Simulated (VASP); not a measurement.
A run of VASP 6.6.1 is set up as follows.

Contents of INCAR:

```
SYSTEM = Ir
PREC = Accurate
ENCUT = 600
EDIFF = 1E-6
ISMEAR = 0
SIGMA = 0.1
LREAL = .False.
LASPH = .True.
NELM = 100
ALGO = Normal
ISIF = 3
LWAVE = .False.
LCHARG = .False.
GGA = PS
IBRION = 2
NSW = 70
EDIFFG = -0.008
PSTRESS = -10.0
```

KPOINTS

```
Automatic mesh
0
Gamma
  18 18 18
  0 0 0
```

The input POSCAR:

```
Ir
1.0
    0.0000000000      1.9215524586      1.9215524586
    1.9215524586      0.0000000000      1.9215524586
    1.9215524586      1.9215524586      0.0000000000
Ir
1
Direct
    0.0000000000      0.0000000000      0.0000000000
```

Potentials or basis: VASP PAW PBE potentials, release 64 (Ir).

Command:

```console
$ cat potpaw_PBE.64/Ir/POTCAR > POTCAR
$ mpirun -np 1 vasp_std > vasp.out
```

Task: Estimate the relaxed volume.

Result: 14.12 Å³/atom.

Task: Estimate the space group after relaxing (to 0.05 Å).

Result: Fm-3m (No. 225).

Task: Predict the relaxed cell.

Result: a = 2.713 Å, b = 2.713 Å, c = 2.713 Å, α = 60.00°, β = 60.00°, γ = 60.00°.

Final structure:
```
Ir
1.0
     0.00000    1.91851    1.91851
     1.91851    0.00000    1.91851
     1.91851    1.91851    0.00000
Ir
1
Cartesian
  0.0000 0.0000 0.0000
```

Caveat: the cell is relaxed towards a set pressure, so the enthalpy falls and the energy may rise; the PAW data sets were made with another functional, which shifts forces and pressure a little.
